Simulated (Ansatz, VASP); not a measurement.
## AlC in VASP and in Ansatz

```xyz
2
Lattice="-1.5097 1.5097 2.1343 1.5097 -1.5097 2.1343 1.5097 1.5097 -2.1343" Properties=species:S:1:pos:R:3 pbc="T T T"
Al    0.0000    0.0000    4.1963
C     0.0000    0.0000    2.0619
```

Alike in both runs: functional PBE; k mesh 7 × 7 × 7; occupations gaussian, width 0.2 eV; no spin polarisation.

Ansatz relaxed the structure, and its values are those at the end. VASP's run is a single point on that final structure, the one shown.

```csv
,VASP,Ansatz
version,VASP 6.6.1,Ansatz 0.2.0
potentials or method,"VASP PAW PBE potentials, release 64 (Al, C), cutoff 600 eV","scalar-relativistic, plane waves, PAW"
valence electrons in the cell,7,7
```

|  | VASP | Ansatz | Ansatz less VASP |
| --- | --- | --- | --- |
| gap on the k mesh at the Fermi level (eV) | none | none | - |
| pressure (GPa) | -0.2 | 0.0 | +0.20 |

A gap of «none» marks a metal or a gap that the smearing closes.

The k mesh is coarse, so the values compare programs but aren't converged.
